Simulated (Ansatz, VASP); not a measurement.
## Zr5N: VASP beside Ansatz

```xyz
6
Lattice="0.0000 4.4541 4.4541 4.4541 0.0000 4.4541 4.4541 4.4541 0.0000" Properties=species:S:1:pos:R:3 pbc="T T T"
Zr    2.2270    2.2270    2.2270
Zr    5.4999    7.8624    5.4999
Zr    7.8624    7.8624    7.8624
Zr    7.8624    5.4999    5.4999
Zr    5.4999    5.4999    7.8624
N     6.6811    6.6811    6.6811
```

Alike in both runs: task relaxation of cell and atoms; functional PBE; k mesh 8 × 8 × 8; occupations gaussian, width 0.1 eV; no spin polarisation.

```csv
,VASP,Ansatz
version,VASP 6.6.1,Ansatz 0.2.0
potentials or method,"VASP PAW PBE potentials, release 64 (Zr_sv, N), cutoff 600 eV","scalar-relativistic, plane waves, PAW"
valence electrons in the cell,65,65
```

Ansatz gave:

- gap on the k mesh at the Fermi level, each at its own relaxed structure (eV): none
- relaxed volume (Å³/atom): 29.47
- relaxed cell length with the largest relative difference (Å): 6.300

Q: Estimate VASP's values.

A: gap on the k mesh at the Fermi level, each at its own relaxed structure (eV): none; relaxed volume (Å³/atom): 29.49; relaxed cell length with the largest relative difference (Å): 6.302.

A gap of «none» marks a metal or a gap that the smearing closes.
